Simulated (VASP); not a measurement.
# AlAs (F-43m) in VASP: further runs

Aim: see how the results for AlAs move with the level of theory and the settings. Levels: PBE, PBE+D3(BJ). Tasks: single point.

Program: VASP 6.6.1. These are calculated values, not measurements. Logs are shortened: lines on timing, memory, paths and dates and some standing lists are left out, and cuts for length are marked.

## Step 1: The cell of the first run

Symmetry: F-43m, No. 216, cubic system. Conventional cell: a = 5.661 Å, b = 5.661 Å, c = 5.661 Å, α = 90.00°, β = 90.00°, γ = 90.00°. Al (site symmetry -43m) has 4 As at 2.45 Å within 3.2 Å. Within 3.2 Å of As (site symmetry -43m) lie 4 Al at 2.45 Å.

## Step 2: Single point, PBE

Input file INCAR:

```
PREC = Accurate
ENCUT = 500
EDIFF = 1E-6
ISMEAR = -5
SIGMA = 0.1
LREAL = False
LASPH = True
NELM = 120
ALGO = Normal
ISIF = 2
LWAVE = False
LCHARG = True
GGA = PE
LELF = True
LVHAR = True
NBANDS = 11
GGA_COMPAT = False
```

Input file KPOINTS:

```
regular mesh
0
Gamma
  8 8 8
```

Input file POSCAR:

```
AlAs
1.0
    0.0000000000      2.8304000400      2.8304000400
    2.8304000400      0.0000000000      2.8304000400
    2.8304000400      2.8304000400      0.0000000000
Al As
1 1
Direct
    0.0000000000      0.0000000000      0.0000000000
    0.7500000000      0.7500000000      0.7500000000
```

Potentials or basis: VASP PAW PBE potentials, release 64 (Al, As).

Command:

```bash
> cat potpaw_PBE.64/Al/POTCAR potpaw_PBE.64/As/POTCAR > POTCAR
> mpirun -np 1 vasp_std > vasp.out
```

OUTCAR:

```text
PREC = Accurate
   ENCUT = 500
   EDIFF = 1E-6
   ISMEAR = -5
   LREAL = False
   LASPH = True
   NELM = 120
   ISIF = 2
   GGA = PE

 ion  position               nearest neighbor table
   1  0.000  0.000  0.000-   2 2.45   2 2.45   2 2.45   2 2.45
   2  0.750  0.750  0.750-   1 2.45   1 2.45   1 2.45   1 2.45

  LATTYP: Found a face centered cubic cell.
 ALAT       =     5.6608000800

  Lattice vectors:

 A1 = (   0.0000000000,   2.8304000400,   2.8304000400)
 A2 = (   2.8304000400,   0.0000000000,   2.8304000400)
 A3 = (   2.8304000400,   2.8304000400,   0.0000000000)

Analysis of symmetry for initial positions (statically):
=====================================================================
 Subroutine PRICEL returns:
 Original cell was already a primitive cell.

 Routine SETGRP: Setting up the symmetry group for a
 face centered cubic supercell.

 Subroutine GETGRP returns: Found 24 space group operations
 (whereof 24 operations were pure point group operations)
 out of a pool of 48 trial point group operations.

The static configuration has the point symmetry T_d .

Analysis of symmetry for dynamics (positions and initial velocities):
=====================================================================
 Subroutine PRICEL returns:
 Original cell was already a primitive cell.

 Routine SETGRP: Setting up the symmetry group for a
 face centered cubic supercell.

 Subroutine GETGRP returns: Found 24 space group operations
 (whereof 24 operations were pure point group operations)
 out of a pool of 48 trial point group operations.

The dynamic configuration has the point symmetry T_d .

 Subroutine INISYM returns: Found 24 space group operations
 (whereof 24 operations are pure point group operations),
 and found     1 'primitive' translations

----------------------------------------------------------------------------------------

                                     Primitive cell

  volume of cell :      45.3496

  direct lattice vectors                    reciprocal lattice vectors
     0.000000000  2.830400040  2.830400040    -0.176653474  0.176653474  0.176653474
     2.830400040  0.000000000  2.830400040     0.176653474 -0.176653474  0.176653474
     2.830400040  2.830400040  0.000000000     0.176653474  0.176653474 -0.176653474

  length of vectors
     4.002790124  4.002790124  4.002790124     0.305972792  0.305972792  0.305972792

  position of ions in fractional coordinates (direct lattice)
     0.000000000  0.000000000  0.000000000
     0.750000000  0.750000000  0.750000000

  ion indices of the primitive-cell ions
   primitive index   ion index
                 1           1
                 2           2

----------------------------------------------------------------------------------------

 KPOINTS: regular mesh

Automatic generation of k-mesh.
 Grid dimensions read from file:
 generate k-points for:    8    8    8

 Generating k-lattice:

  Cartesian coordinates                     Fractional coordinates (reciprocal lattice)
    -0.022081684  0.022081684  0.022081684     0.125000000  0.000000000  0.000000000
     0.022081684 -0.022081684  0.022081684     0.000000000  0.125000000  0.000000000
     0.022081684  0.022081684 -0.022081684     0.000000000  0.000000000  0.125000000

  Length of vectors
     0.038246599  0.038246599  0.038246599

  Shift w.r.t. Gamma in fractional coordinates (k-lattice)
     0.000000000  0.000000000  0.000000000

 TETIRR: Found     76 inequivalent tetrahedra from     3072

 Subroutine IBZKPT returns following result:
 ===========================================

 Found     29 irreducible k-points:

 Following reciprocal coordinates:
            Coordinates               Weight
  0.000000  0.000000  0.000000      1.000000
  0.125000  0.000000  0.000000      8.000000
  0.250000  0.000000  0.000000      8.000000
  0.375000  0.000000  0.000000      8.000000
  0.500000  0.000000  0.000000      4.000000
  0.125000  0.125000  0.000000      6.000000
[... 16 lines left out ...]
  0.500000  0.250000  0.125000     48.000000
 -0.375000  0.250000  0.125000     24.000000
 [... further k-points ...]
   k-points           NKPTS =     29   k-points in BZ     NKDIM =     29   number of bands    NBANDS=     11
   number of dos      NEDOS =    301   number of ions     NIONS =      2
   total plane-waves  NPLWV =  27000
   dimension x,y,z NGX =    30 NGY =   30 NGZ =   30
   dimension x,y,z NGXF=    60 NGYF=   60 NGZF=   60
   ions per type =               1   1
   NGX,Y,Z   is equivalent  to a cutoff of  12.46, 12.46, 12.46 a.u.
   NGXF,Y,Z  is equivalent  to a cutoff of  24.92, 24.92, 24.92 a.u.
 SYSTEM =  unknown system
   PREC   = accura    normal or accurate (medium, high low for compatibility)
   ISTART =      0    job   : 0-new  1-cont  2-samecut
   ICHARG =      2    charge: 1-file 2-atom 10-const
   ISPIN  =      1    spin polarized calculation?
   LNONCOLLINEAR =      F non collinear calculations
   LSORBIT =      F    spin-orbit coupling
   LASPH  =      T    aspherical Exc in radial PAW
   ENCUT  =  500.0 eV  36.75 Ry    6.06 a.u.   7.30  7.30  7.30*2*pi/ulx,y,z
   NELM   =    120;   NELMIN=  2; NELMDL= -5     # of ELM steps
   EDIFF  = 0.1E-05   stopping-criterion for ELM
   LREAL  =      F    real-space projection
   EDIFFG = 0.1E-04   stopping-criterion for IOM
   NSW    =      0    number of steps for IOM
   IBRION =     -1    ionic relax: 0-MD 1-quasi-New 2-CG
   NFREE  =      0    steps in history (QN), initial steepest desc. (CG)
   ISIF   =      2    stress and relaxation
   ISYM   =      2    0-nonsym 1-usesym 2-fastsym
   POTIM  = 0.5000    time-step for ionic-motion
   TEBEG  =    0.0;   TEEND  =   0.0 temperature during run
   PSTRESS=    0.0 pullay stress
   NELECT =       8.0000    total number of electrons
   NUPDOWN=      -1.0000    fix difference up-down
   EMIN   =  10.00;   EMAX   =-10.00  energy-range for DOS
   EFERMI =   0.00;   METHOD = LEGACY
   ISMEAR =    -5;   SIGMA  =   0.10  broadening in eV -4-tet -1-fermi 0-gaus
   EFERMI_NEDOS =   21; number of points for ismear=-14 and -15
   IALGO  =     38    algorithm
   IMIX   =      4    mixing-type and parameters
     AMIX     =   0.40;   BMIX     =  1.00
     AMIX_MAG =   1.60;   BMIX_MAG =  1.00
  volume/ion in A,a.u.               =      22.67       153.02
  Fermi-wavevector in a.u.,A,eV,Ry     =   0.918150  1.735052 11.469705  0.843000
  Thomas-Fermi vector in A             =   2.043199
   LORBIT       =      0    0 simple, 1 ext, 2 COOP (PROOUT), +10 PAW based schemes
   GGA     = PE    functional components
   LHFCALC =     F    Hartree Fock is set to
   AEXX    =    0.0000 exact exchange contribution
   IVDW    =     0    specifies the selected vdW correction
   LEPSILON=     F    determine dielectric tensor
   LRPA    =     F    only Hartree local field effects (RPA)
 non-spin polarized calculation
 Fermi weights with tetrahedron method with Bloechl corrections
  energy-cutoff  :      500.00
  volume of cell :       45.35
 maximum number of plane-waves:      1174
 NGX is ok and might be reduce to    30
   NGX = 15   NGY = 15   NGZ = 15

 number of electron       8.0000000 magnetization

 Free energy of the ion-electron system (eV)
  ---------------------------------------------------
  ext. energy  EPLUGINS =         0.00000000
  ---------------------------------------------------
  free energy    TOTEN  =        -9.37337494 eV

  energy without entropy =       -9.37337494  energy(sigma->0) =       -9.37337494

 E-fermi :   3.9334     XC(G=0):  -9.0416

 val. band max:        3.8894431588   @ k =   0.0000   0.0000   0.0000
 cond. band min:       5.3241032309   @ k =   0.5000   0.5000   0.0000
 fundamental gap:      1.4346600721
 Fermi energy:         3.9333792717

 k-point     1 :       0.0000    0.0000    0.0000
  band No.  band energies     occupation
      1      -7.9754      2.00000
      2       3.8894      2.00000
      3       3.8894      2.00000
      4       3.8894      2.00000
      5       5.9506      0.00000
      6       8.1766      0.00000
      7       8.1766      0.00000
      8       8.1766      0.00000
      9      12.7603      0.00000
     10      12.9008      0.00000
     11      12.9008      0.00000

 k-point     2 :       0.1250    0.0000    0.0000
  band No.  band energies     occupation
      1      -7.8224      2.00000
      2       2.4637      2.00000
      3       3.7282      2.00000
      4       3.7282      2.00000
      5       6.6911      0.00000
      6       8.4589      0.00000
      7       8.4589      0.00000
      8       8.5867      0.00000
      9      12.2983      0.00000
     10      12.2983      0.00000
     11      13.4803      0.00000

 k-point     3 :       0.2500    0.0000    0.0000
  band No.  band energies     occupation
      1      -7.3978      2.00000
      2       0.5041      2.00000
      3       3.4102      2.00000
      4       3.4102      2.00000
      5       6.5078      0.00000
      6       8.8006      0.00000
      7       8.8006      0.00000
      8      10.3450      0.00000
      9      12.1956      0.00000
     10      12.1956      0.00000
     11      13.2879      0.00000

 k-point     4 :       0.3750    0.0000    0.0000
  band No.  band energies     occupation
      1      -6.8482      2.00000
      2      -1.0460      2.00000
      3       3.1563      2.00000
      4       3.1563      2.00000
      5       6.1627      0.00000
      6       8.6860      0.00000
      7       8.6860      0.00000
      8      11.6050      0.00000
      9      13.4948      0.00000
     10      13.4948      0.00000
     11      13.6326      0.00000

 k-point     5 :       0.5000    0.0000    0.0000
  band No.  band energies     occupation
      1      -6.5543      2.00000
      2      -1.6826      2.00000
      3       3.0640      2.00000
      4       3.0640      2.00000
      5       6.0329      0.00000
      6       8.5694      0.00000
      7       8.5694      0.00000
      8      11.6399      0.00000
      9      15.0847      0.00000
     10      15.4503      0.00000
     11      15.4503      0.00000
[... 211 lines left out ...]
 k-point    21 :       0.5000    0.5000    0.0000
  band No.  band energies     occupation
      1      -6.0033      2.00000
      2      -1.5428      2.00000
      3       1.7153      2.00000
      4       1.7153      2.00000
      5       5.3241      0.00000
      6       6.1819      0.00000
      7      14.2251      0.00000
      8      14.2251      0.00000
      9      15.6644      0.00000
     10      16.4475      0.00000
     11      16.4475      0.00000

 k-point    22 :       0.3750    0.2500    0.1250
  band No.  band energies     occupation
      1      -7.0424      2.00000
      2       0.1261      2.00000
      3       1.9348      2.00000
      4       2.9129      2.00000
      5       7.4838      0.00000
      6       8.1694      0.00000
      7       9.1910      0.00000
      8      10.4191      0.00000
      9      12.0691      0.00000
     10      14.3330      0.00000
     11      15.9287      0.00000

 k-point    23 :       0.5000    0.2500    0.1250
  band No.  band energies     occupation
      1      -6.5475      2.00000
      2      -0.8906      2.00000
      3       1.3496      2.00000
      4       2.5306      2.00000
      5       7.5704      0.00000
      6       8.3514      0.00000
      7       9.6782      0.00000
      8      10.7572      0.00000
      9      13.2371      0.00000
     10      14.4454      0.00000
     11      16.0694      0.00000

 k-point    24 :      -0.3750    0.2500    0.1250
  band No.  band energies     occupation
      1      -6.2915      2.00000
      2      -1.3725      2.00000
      3       1.1989      2.00000
      4       2.3470      2.00000
      5       7.5594      0.00000
      6       8.1347      0.00000
      7      10.5704      0.00000
      8      11.5338      0.00000
      9      12.2501      0.00000
     10      14.9028      0.00000
     11      16.1901      0.00000

 [... further k-points ...]

------------------------ aborting loop because EDIFF is reached ----------------------------------------

  FORCE on cell =-STRESS in cart. coord.  units (eV):
  Direction    XX          YY          ZZ          XY          YZ          ZX
  --------------------------------------------------------------------------------------
  -------------------------------------------------------------------------------------
  Total        0.7846635      0.7846635      0.7846635     -0.0000000      0.0000000     -0.0000000
  in kB       27.7217448     27.7217448     27.7217448     -0.0000000      0.0000000     -0.0000000
  external PRESSURE =      27.7217448 kB  Pullay stress =       0.0000000 kB

 VOLUME and BASIS-vectors are now :
 -----------------------------------------------------------------------------
  energy-cutoff  :      500.00
  volume of cell :       45.35
      direct lattice vectors                 reciprocal lattice vectors
     0.000000000  2.830400040  2.830400040    -0.176653474  0.176653474  0.176653474
     2.830400040  0.000000000  2.830400040     0.176653474 -0.176653474  0.176653474
     2.830400040  2.830400040  0.000000000     0.176653474  0.176653474 -0.176653474

 POSITION                                       TOTAL-FORCE (eV/Angst)
 -----------------------------------------------------------------------------------
      0.00000      0.00000      0.00000         0.000000      0.000000      0.000000
      4.24560      4.24560      4.24560        -0.000000     -0.000000     -0.000000
 -----------------------------------------------------------------------------------
    total drift:                                0.000000      0.000000      0.000000

  FREE ENERGIE OF THE ION-ELECTRON SYSTEM (eV)
  ---------------------------------------------------
  free  energy   TOTEN  =        -9.3733749411 eV

  energy  without entropy=       -9.3733749411  energy(sigma->0) =       -9.37337494
```

It took 16 s on 1 thread of Intel Xeon 6975P-C (Granite Rapids), shared host; peak memory 0.16 GiB.

What came out:

* Free energy: -9.3734 eV
* Pressure: 2.8 GPa
* Band gap on the k mesh: 1.43 eV (least direct gap 2.06 eV)

Levels at points of the mesh, in eV from the valence-band top:
```csv
k point,band 1,band 2,band 3,band 4,band 5,band 6,band 7,band 8
"(0.00, 0.00, 0.00)",-11.86,0.00,0.00,0.00,2.06,4.29,4.29,4.29
"(0.50, 0.00, 0.00)",-10.44,-5.57,-0.83,-0.83,2.14,4.68,4.68,7.75
"(0.50, 0.50, 0.00)",-9.89,-5.43,-2.17,-2.17,1.43,2.29,10.34,10.34
```

A k mesh can miss the band edges.

## Step 3: Single point, PBE+D3(BJ) (23.22 Å³/atom)

This run uses another cell than the first one, of 23.22 Å³/atom.

Input file INCAR:

```
SYSTEM = AlAs
PREC = Accurate
ENCUT = 500
EDIFF = 1E-6
ISMEAR = 0
SIGMA = 0.05
LREAL = .False.
LASPH = .True.
NELM = 120
ALGO = Normal
ISIF = 2
LWAVE = .False.
LCHARG = .False.
GGA = PE
IVDW = 12
NBANDS = 11
GGA_COMPAT = .False.
```

Input file KPOINTS:

```
Automatic mesh
0
Gamma
  8 8 8
  0 0 0
```

Input file POSCAR:

```
AlAs
1.0
    0.0000000000      2.8529387634      2.8529387634
    2.8529387634      0.0000000000      2.8529387634
    2.8529387634      2.8529387634      0.0000000000
Al As
1 1
Direct
    0.0000000000      0.0000000000      0.0000000000
    0.7500000000      0.7500000000      0.7500000000
```

Potentials or basis: VASP PAW PBE potentials, release 64 (Al, As).

Command:

```bash
> cat potpaw_PBE.64/Al/POTCAR potpaw_PBE.64/As/POTCAR > POTCAR
> mpirun -np 1 vasp_std > vasp.out
```

It took 14 s on 1 thread of Intel Xeon 6975P-C (Granite Rapids), shared host; peak memory 0.18 GiB.

It converged, with:

```yaml
Free_energy: -10.0042 eV
Pressure: -1.3 GPa
Band_gap_on_the_k_mesh: 1.48 eV (least direct gap 1.87 eV)
Dispersion_energy_per_atom: -0.309 eV
```

Levels at points of the mesh, in eV from the valence-band top:
| k point | band 1 | band 2 | band 3 | band 4 | band 5 | band 6 | band 7 | band 8 | band 9 |
| --- | --- | --- | --- | --- | --- | --- | --- | --- | --- |
| (0.00, 0.00, 0.00) | -11.73 | 0.00 | 0.00 | 0.00 | 1.87 | 4.25 | 4.25 | 4.25 | 8.74 |
| (0.50, 0.00, 0.00) | -10.37 | -5.47 | -0.81 | -0.81 | 2.05 | 4.66 | 4.66 | 7.71 | 11.00 |
| (0.50, 0.50, 0.00) | -9.84 | -5.35 | -2.12 | -2.12 | 1.48 | 2.29 | 10.15 | 10.15 | 11.52 |

Caveat: three body term missing. A k mesh can miss the band edges.
